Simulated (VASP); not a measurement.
AlAs: G0W0 quasiparticle levels with PBE

The system is AlAs.

```
Al As
1.0
     0.00000    2.83892    2.83892
     2.83892    0.00000    2.83892
     2.83892    2.83892    0.00000
Al As
1 1
Direct
  0.00000 0.00000 0.00000
  0.25000 0.25000 0.25000
```

- Program: VASP 6.6.1
- Task: G0W0 quasiparticle levels
- Functional: PBE
- Potentials or basis: VASP PAW PBE potentials, release 64 (Al_GW, As_GW)
- Cutoff: 500 eV
- k mesh: 4 × 4 × 4
- Occupations: gaussian, width 0.01 eV
- Spin: no spin polarisation
- Dipole correction: no
- GW scheme: G0W0
- GW iterations: 1
- Cutoff of the response function: 60
- Frequency points: 48
- Empty bands: 30
- Further INCAR settings: ALGO = EVGW0; EDIFF = 1e-08; NBANDS = 34

* Band gap on the k mesh, mean-field level: 1.43 eV, indirect (least direct gap 1.97 eV)
* Quasiparticle gap: 1.74 eV
* Least direct quasiparticle gap: 2.81 eV

Levels at points of the mesh, in eV from the valence-band top:
```csv
k point,band 1,band 2,band 3,band 4,band 5,band 6,band 7,band 8
"(0.00, 0.00, 0.00)",-11.82,0.00,0.00,0.00,1.97,4.24,4.24,4.24
"(0.50, 0.00, 0.00)",-10.41,-5.55,-0.82,-0.82,2.09,4.65,4.65,7.72
"(0.50, 0.50, 0.00)",-9.86,-5.42,-2.16,-2.16,1.43,2.27,10.24,10.24
```

Wall time 47 s on 1 thread of Intel(R) Xeon(R) 6975P-C (Granite Rapids), on a shared host, peak memory 0.45 GiB.

Caveat: the k points lie up to 0.48 Å⁻¹ apart; bands, screening cutoff and mesh are small and nothing is extrapolated, so the quasiparticle values aren't converged. A k mesh can miss the band edges.
